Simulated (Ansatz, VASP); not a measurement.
# One calculation of BN, two programs

Contents of INCAR:

```
SYSTEM = BN
PREC = Accurate ; ENCUT = 520
EDIFF = 1E-7 ; ISMEAR = 0
SIGMA = 0.01 ; LREAL = .FALSE.
LASPH = .TRUE. ; NELM = 60
ALGO = Normal ; ISIF = 2
LWAVE = .FALSE. ; LCHARG = .FALSE.
GGA = PE ; NBANDS = 11
```

The input KPOINTS:

```
regular mesh
0
G
  10 10 10
  0 0 0
```

The input POSCAR:

```
BN
1.0
    0.0000000000      1.8075000000      1.8075000000
    1.8075000000      0.0000000000      1.8075000000
    1.8075000000      1.8075000000      0.0000000000
B N
1 1
Direct
    0.0000000000      0.0000000000      0.0000000000
    0.2500000000      0.2500000000      0.2500000000
```

Input for Ansatz:

```yaml
crystal:
  lattice:
    - [0.0, 1.8075, 1.8075]
    - [1.8075, 0.0, 1.8075]
    - [1.8075, 1.8075, 0.0]
  atoms:
    - { symbol: B, position: [0.0, 0.0, 0.0] }
    - { symbol: "N", position: [0.25, 0.25, 0.25] }
basis:
  ecutwfc: 550.0
kpoints:
  mp_grid:
    grid: [10, 10, 10]
hamiltonian:
  xc: pbe
scf:
  occupations:
    method: fixed
output:
  forces: true
  stress: true
```

Alike in both runs: task single point; functional PBE; k mesh 10 × 10 × 10; no spin polarisation.

|  | VASP | Ansatz |
| --- | --- | --- |
| version | VASP 6.6.1 | Ansatz 0.2.0 |
| potentials or method | VASP PAW PBE potentials, release 64 (B, N), cutoff 520 eV | plane waves, PAW |
| occupations | gaussian, width 0.01 eV | fixed |
| valence electrons in the cell | 8 | 8 |

|  | VASP | Ansatz | Ansatz less VASP |
| --- | --- | --- | --- |
| pressure (GPa) | 3.3 | 3.1 | -0.23 |
